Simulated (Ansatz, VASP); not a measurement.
Be3N2: VASP beside Ansatz

```xyz
5
Lattice="1.5294 0.8830 4.1936 -1.5294 0.8830 4.1936 0.0000 -1.7660 4.1936" Properties=species:S:1:pos:R:3 pbc="T T T"
Be    0.0000    0.0000   10.8069
Be    0.0000    0.0000    3.9968
Be    0.0000    0.0000    1.1173
N     0.0000    0.0000    2.5685
N     0.0000    0.0000    8.9126
```

Alike in both runs: task single point; functional LDA; k mesh 12 × 12 × 12; occupations gaussian, width 0.05 eV; no spin polarisation.

```csv
,VASP,Ansatz
version,VASP 6.6.1,Ansatz 0.2.0
potentials or method,"VASP PAW LDA potentials, release 64 (Be, N), cutoff 520 eV","scalar-relativistic, plane waves, PAW"
valence electrons in the cell,16,16
```

Ansatz gave:

```
gap on the k mesh at the Fermi level (eV)                     : 2.38
least direct gap on the mesh (eV)                             : 2.65
pressure (GPa)                                                : 3.8
traceless stress, the component that is largest in VASP (GPa) : 69.49
rms of the force components (eV/Å)                            : 1.146
```

Q: What did VASP give for the same quantities?

A: gap on the k mesh at the Fermi level (eV): 2.37; least direct gap on the mesh (eV): 2.64; pressure (GPa): 4.1; traceless stress, the component that is largest in VASP (GPa): 69.03; rms of the force components (eV/Å): 1.126.

LDA's correlation is that of Perdew and Zunger in VASP and of Perdew and Wang (1992) in Ansatz. Atom by atom the forces differ by 0.022 eV/Å (rms over components).
